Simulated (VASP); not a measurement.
Crystal: SnSe.

```xyz
2
Lattice="3.4300 0.0000 0.0000 0.0000 3.4300 0.0000 0.0000 0.0000 4.6305" Properties=species:S:1:pos:R:3 pbc="T T T"
Sn    0.0000    0.0000    0.0000
Se    1.7150    1.7150    2.3152
```

| Property | Result |
| --- | --- |
| Program | VASP 6.6.1 |
| Task | relaxation of cell and atoms |
| Functional | PBE |
| Potentials or basis | VASP PAW PBE potentials, release 64 (Sn_d, Se) |
| Cutoff | 600 eV |
| k mesh | 7 × 7 × 5 |
| Occupations | fermi-dirac, width 0.01 eV |
| Spin | no spin polarisation |

At the start: pressure -3.3 GPa; volume 27.24 Å³/atom.

How do energy, volume and symmetry change on relaxing?

Over 12 steps the energy falls by 259.1 meV/atom and the volume is 24.99 Å³/atom (-8.3 %); space group P4/mmm (No. 123, to 0.1 Å) before, Pm-3m (No. 221, to 0.1 Å).

Step by step:
| step | energy change (eV) | largest force (eV/Å) | pressure (GPa) | volume (Å³) |
| --- | --- | --- | --- | --- |
| 1 | 0.0000 | 0.0000 | -3.32 | 54.48 |
| 2 | -0.2406 | 0.0000 | 0.52 | 50.04 |
| 3 | -0.2820 | 0.0000 | 2.56 | 48.51 |
| 4 | -0.3179 | 0.0000 | 6.91 | 45.48 |
| 5 | -0.4023 | 0.0000 | 6.60 | 45.55 |
| 6 | -0.4350 | 0.0000 | 6.48 | 45.51 |
| 7 | -0.4978 | 0.0000 | 2.91 | 47.71 |
| 8 | -0.5154 | 0.0000 | -0.84 | 50.81 |
| 9 | -0.5176 | 0.0000 | -0.08 | 50.05 |
| 10 | -0.5176 | 0.0000 | 0.11 | 49.94 |
| 11 | -0.5179 | 0.0000 | 0.09 | 49.95 |
| 12 | -0.5183 | 0.0000 | 0.07 | 49.98 |

Final structure:
```yaml
crystal:
  lattice:
    - [3.67574, 0.00000, 0.00000]
    - [0.00000, 3.67574, 0.00000]
    - [0.00000, 0.00000, 3.69917]
  atoms:
    - { symbol: Sn, position: [0.00000, 0.00000, 0.00000] }
    - { symbol: Se, position: [0.50000, 0.50000, 0.50000] }
```

Caveat: a cell axis changed by over 15 % at a fixed basis, so the end point is rough.
